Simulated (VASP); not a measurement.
Here is a VASP 6.6.1 calculation.

INCAR

```
  PREC = Accurate
  ENCUT = 520
  EDIFF = 1E-6
  ISMEAR = 0
  SIGMA = 0.1
  LREAL = False
  LASPH = True
  NELM = 80
  ALGO = Fast
  ISIF = 2
  LWAVE = False
  LCHARG = False
  GGA = PE
  NBANDS = 34
```

The input KPOINTS:

```
regular mesh
0
Gamma
  12 12 10
```

POSCAR

```
Ga
1.0
    2.2865121277     -3.8703599645      0.0000000000
    2.2865121277      3.8703599645      0.0000000000
    0.0000000000      0.0000000000      4.5892516813
Ga
4
Direct
    0.6562923206      0.3437076794      0.4174801856
    0.8437076794      0.1562923206      0.9174801856
    0.3437076794      0.6562923206      0.5825198144
    0.1562923206      0.8437076794      0.0825198144
```

Potentials or basis: VASP PAW PBE potentials, release 64 (Ga_d).

Run with:

```bash
$ cat potpaw_PBE.64/Ga_d/POTCAR > POTCAR
$ mpirun -np 1 vasp_std > vasp.out
```

Task: Estimate the pressure.

Result: 0.1 GPa.

Task: Estimate the band gap on the k mesh.

Result: Zero (bands 26 and 27 overlap by 1.35 eV).

Forces on the atoms (eV/Å):
```
Ga   0.000  0.001  0.003
Ga   0.000 -0.001  0.003
Ga   0.000 -0.001 -0.003
Ga   0.000  0.001 -0.003
```
